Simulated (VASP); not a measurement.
A run of VASP 6.6.1 is set up as follows.

The input INCAR:

```
SYSTEM = ZnS
PREC = Accurate
ENCUT = 520
EDIFF = 1E-6
ISMEAR = 0
SIGMA = 0.02
LREAL = .False.
LASPH = .True.
NELM = 80
ALGO = Normal
ISIF = 2
LWAVE = .False.
LCHARG = .True.
GGA = PS
LELF = .True.
LVHAR = .True.
NBANDS = 16
```

KPOINTS

```
regular mesh
0
Gamma
  6 6 6
  0 0 0
```

File POSCAR:

```
ZnS
1.0
    0.0000000000      2.7020000000      2.7020000000
    2.7020000000      0.0000000000      2.7020000000
    2.7020000000      2.7020000000      0.0000000000
Zn S
1 1
Direct
    0.2500000000      0.2500000000      0.2500000000
    0.0000000000      0.0000000000      0.0000000000
```

Potentials or basis: VASP PAW PBE potentials, release 64 (Zn, S).

Run with:

```sh
$ cat potpaw_PBE.64/Zn/POTCAR potpaw_PBE.64/S/POTCAR > POTCAR
$ mpirun -np 1 vasp_std > vasp.out
```

Problem. Estimate the band gap on the k mesh.

Solution. 1.98 eV, direct.

Problem. What does it give for the pressure?

Solution. -1.8 GPa.

Caveat: the PAW data sets were made with another functional, which shifts forces and pressure a little.

**What was measured.**

“Electronic, vibrational, and thermodynamic properties of ZnS (zincblende and rocksalt structure)”, 2009, arxiv:0911.5022 quotes, for a bulk crystal of ZnS at 19 K: band gap 3.85 eV (direct).

Measured gap of ZnS: 3.85 eV (direct; 19 K; quoted in “Electronic, vibrational, and thermodynamic properties of ZnS (zincblende and rocksalt structure)”, 2009, arxiv:0911.5022). This calculation gives 1.98 eV (-1.87 eV). The value is that of PBEsol, without temperature or zero-point motion. Semilocal functionals fall short of measured gaps as a rule.
